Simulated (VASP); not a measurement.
# Bi (R-3m) in VASP: relaxation of shape and atoms at fixed volume with PBE

Aim: the relaxation of shape and atoms at fixed volume of Bi with PBE.

Everything below comes from runs of VASP 6.6.1. Logs are shortened: lines on timing, memory, paths and dates and some standing lists are left out, and cuts for length are marked.

## (1) The cell of the first run

It takes space group R-3m (No. 166, trigonal). Conventional cell: a = 4.323 Å, b = 4.323 Å, c = 11.485 Å, α = 90.00°, β = 90.00°, γ = 120.00°. Bi (site symmetry 3m) has 6 Bi at 2.93 to 3.39 Å within 3.9 Å.

## (2) Relaxation of shape and atoms at fixed volume, PBE

The input, INCAR:

```
PREC = Accurate ; ENCUT = 600
EDIFF = 1E-7 ; ISMEAR = -1
SIGMA = 0.05 ; LREAL = False
LASPH = True ; NELM = 100
ALGO = Normal ; ISIF = 4
LWAVE = False ; LCHARG = False
GGA = PE ; IBRION = 2
NSW = 50 ; EDIFFG = -0.005
```

The input, KPOINTS:

```
Automatic mesh
0
Gamma
  11 11 11
```

The input, POSCAR:

```
Bi
1.0
    2.1612838617     -1.2478178194      3.8283714715
    0.0000000000      2.4956356387      3.8283714715
   -2.1612838617     -1.2478178194      3.8283714715
Bi
2
Direct
    0.2336599926      0.2336599926      0.2336599926
   -0.2336599926     -0.2336599926     -0.2336599926
```

Potentials or basis: VASP PAW PBE potentials, release 64 (Bi_d).

On the command line:

```sh
$ cat potpaw_PBE.64/Bi_d/POTCAR > POTCAR
$ mpirun -np 1 vasp_std > vasp.out
```

OUTCAR:

```text
PREC = Accurate
   ENCUT = 600
   EDIFF = 1E-7
   ISMEAR = -1
   LREAL = False
   LASPH = True
   NELM = 100
   ISIF = 4
   GGA = PE
   IBRION = 2
   NSW = 50
   EDIFFG = -0.005

 ion  position               nearest neighbor table
   1  0.234  0.234  0.234-   2 2.93   2 2.93   2 2.93   2 3.39   2 3.39   2 3.39
   2  0.766  0.766  0.766-   1 2.93   1 2.93   1 2.93   1 3.39   1 3.39   1 3.39

  LATTYP: Found a trigonal (rhomboedric) cell.
 ALAT       =     4.5699699523
 COS(alpha) =     0.5526711301

  Lattice vectors:

 A1 = (   2.1612838617,  -1.2478178194,   3.8283714715)
 A2 = (   0.0000000000,   2.4956356387,   3.8283714715)
 A3 = (  -2.1612838617,  -1.2478178194,   3.8283714715)

Analysis of symmetry for initial positions (statically):
=====================================================================
 Subroutine PRICEL returns:
 Original cell was already a primitive cell.

 Routine SETGRP: Setting up the symmetry group for a
 trigonal (rhombohedral) supercell.

 Subroutine GETGRP returns: Found 12 space group operations
 (whereof 12 operations were pure point group operations)
 out of a pool of 12 trial point group operations.

The static configuration has the point symmetry D_3d.

Analysis of symmetry for dynamics (positions and initial velocities):
=====================================================================
 Subroutine PRICEL returns:
 Original cell was already a primitive cell.

 Routine SETGRP: Setting up the symmetry group for a
 trigonal (rhombohedral) supercell.

 Subroutine GETGRP returns: Found 12 space group operations
 (whereof 12 operations were pure point group operations)
 out of a pool of 12 trial point group operations.

The dynamic configuration has the point symmetry D_3d.

 Subroutine INISYM returns: Found 12 space group operations
 (whereof 12 operations are pure point group operations),
 and found     1 'primitive' translations

----------------------------------------------------------------------------------------

                                     Primitive cell

  volume of cell :      61.9481

  direct lattice vectors                    reciprocal lattice vectors
     2.161283862 -1.247817819  3.828371472     0.231343975 -0.133566506  0.087069224
     0.000000000  2.495635639  3.828371472     0.000000000  0.267133013  0.087069224
    -2.161283862 -1.247817819  3.828371472    -0.231343975 -0.133566506  0.087069224

  length of vectors
[... 90 lines left out ...]
   POTIM  = 0.5000    time-step for ionic-motion
   TEBEG  =    0.0;   TEEND  =   0.0 temperature during run
   PSTRESS=    0.0 pullay stress
   NELECT =      30.0000    total number of electrons
   NUPDOWN=      -1.0000    fix difference up-down
   EMIN   =  10.00;   EMAX   =-10.00  energy-range for DOS
   EFERMI =   0.00;   METHOD = LEGACY
   ISMEAR =    -1;   SIGMA  =   0.05  broadening in eV -4-tet -1-fermi 0-gaus
   EFERMI_NEDOS =   21; number of points for ismear=-14 and -15
   IALGO  =     38    algorithm
   IMIX   =      4    mixing-type and parameters
     AMIX     =   0.40;   BMIX     =  1.00
     AMIX_MAG =   1.60;   BMIX_MAG =  1.00
  volume/ion in A,a.u.               =      30.97       209.02
  Fermi-wavevector in a.u.,A,eV,Ry     =   1.285600  2.429431 22.487260  1.652767
  Thomas-Fermi vector in A             =   2.417724
   LORBIT       =      0    0 simple, 1 ext, 2 COOP (PROOUT), +10 PAW based schemes
   GGA     = PE    functional components
   LHFCALC =     F    Hartree Fock is set to
   AEXX    =    0.0000 exact exchange contribution
   IVDW    =     0    specifies the selected vdW correction
   LEPSILON=     F    determine dielectric tensor
   LRPA    =     F    only Hartree local field effects (RPA)
 conjugate gradient relaxation of ions
 non-spin polarized calculation
  energy-cutoff  :      600.00
  volume of cell :       61.95
 maximum number of plane-waves:      2109
 NGX is ok and might be reduce to    40
   NGX = 19   NGY = 19   NGZ = 19

--------------------------------------- Ionic step        1  -------------------------------------------

 number of electron      30.0000000 magnetization

 Free energy of the ion-electron system (eV)
  ---------------------------------------------------
  ext. energy  EPLUGINS =         0.00000000
  ---------------------------------------------------
  free energy    TOTEN  =        -7.42763953 eV

  energy without entropy =       -7.42638451  energy(sigma->0) =       -7.42701202

------------------------ aborting loop because EDIFF is reached ----------------------------------------

  FORCE on cell =-STRESS in cart. coord.  units (eV):
  Direction    XX          YY          ZZ          XY          YZ          ZX
  --------------------------------------------------------------------------------------
  -------------------------------------------------------------------------------------
  Total        4.5392205      4.5392205      3.8330635      0.0000000     -0.0000000      0.0000000
  in kB      117.3987695    117.3987695     99.1352887      0.0000000     -0.0000000      0.0000000
  external PRESSURE =     111.3109426 kB  Pullay stress =       0.0000000 kB
[... 239 lines left out ...]
--------------------------------------- Ionic step        8  -------------------------------------------

 number of electron      29.9999999 magnetization

 Free energy of the ion-electron system (eV)
  ---------------------------------------------------
  ext. energy  EPLUGINS =         0.00000000
  ---------------------------------------------------
  free energy    TOTEN  =        -7.52279315 eV

  energy without entropy =       -7.52061229  energy(sigma->0) =       -7.52170272

 E-fermi :   7.9092     XC(G=0): -10.1603

 val. band max:        7.8492004374   @ k =   0.2727   0.2727   0.1818
 cond. band min:       7.9179192777   @ k =   0.3636   0.1818   0.1818
 fundamental gap:      0.0687188402
 Fermi energy:         7.9092297271

 k-point     1 :       0.0000    0.0000    0.0000
  band No.  band energies     occupation
      1     -15.2775      2.00000
      2     -15.2775      2.00000
      3     -15.0747      2.00000
      4     -15.0747      2.00000
      5     -15.0702      2.00000
      6     -14.8170      2.00000
[... 505 lines left out ...]
      6     -14.8981      2.00000
[... 11 lines left out ...]
     18      12.2312      0.00000
     19      12.7397      0.00000

 [... further k-points ...]

------------------------ aborting loop because EDIFF is reached ----------------------------------------

  FORCE on cell =-STRESS in cart. coord.  units (eV):
  Direction    XX          YY          ZZ          XY          YZ          ZX
  --------------------------------------------------------------------------------------
  -------------------------------------------------------------------------------------
  Total        3.2973693      3.2973693      3.3014895      0.0000000     -0.0000000      0.0000000
  in kB       85.2805242     85.2805242     85.3870840      0.0000000     -0.0000000      0.0000000
  external PRESSURE =      85.3160441 kB  Pullay stress =       0.0000000 kB
[... 17 lines left out ...]
  FREE ENERGIE OF THE ION-ELECTRON SYSTEM (eV)
  ---------------------------------------------------
  free  energy   TOTEN  =        -7.5227931535 eV

  energy  without entropy=       -7.5206122932  energy(sigma->0) =       -7.52170272

 reached required accuracy - stopping structural energy minimisation
```

CONTCAR:

```text
Bi
   1.00000000000000
     2.2071713174162730   -1.2743109543618474    3.6708412634866416
    -0.0000000000000001    2.5486219085558384    3.6708412634648182
    -2.2071713174162730   -1.2743109543618474    3.6708412634866416
  Bi
     2
Direct
     0.2422727198787721    0.2422727198787901    0.2422727198787721
     0.7577272801212281    0.7577272801212100    0.7577272801212281

  0.00000000E+00  0.00000000E+00  0.00000000E+00
  0.00000000E+00  0.00000000E+00  0.00000000E+00
```

Wall time 32 min (1 thread of Oxide Virtual Turin-like, shared host); peak memory 0.33 GiB.

What came out:

* Free energy: -7.5228 eV
* Energy gained by relaxing: 47.6 meV/atom
* Ionic steps: 8
* Pressure after relaxing: 8.5 GPa
* Band gap on the k mesh: zero (bands 15 and 16 overlap by 0.07 eV)

Step by step:
```tsv
step	energy change (eV)	largest force (eV/Å)	pressure (GPa)	volume (Å³)
1	0.0000	0.9681	11.13	61.95
2	-0.0694	0.4092	9.67	61.95
3	-0.0926	0.0587	8.41	61.95
4	-0.0927	0.0388	8.47	61.95
5	-0.0928	0.0282	8.50	61.95
6	-0.0939	0.0244	8.52	61.95
7	-0.0951	0.0057	8.53	61.95
8	-0.0952	0.0007	8.53	61.95
```

Final structure:
```
Bi
1.0
     2.20717   -1.27431    3.67084
     0.00000    2.54862    3.67084
    -2.20717   -1.27431    3.67084
Bi
2
Direct
  0.24227 0.24227 0.24227
  0.75773 0.75773 0.75773
```

Caveat: spin-orbit coupling is left out, which moves the levels of the heavy elements.

The gap in the log of VASP goes by the Fermi energy; the results here count the filled bands.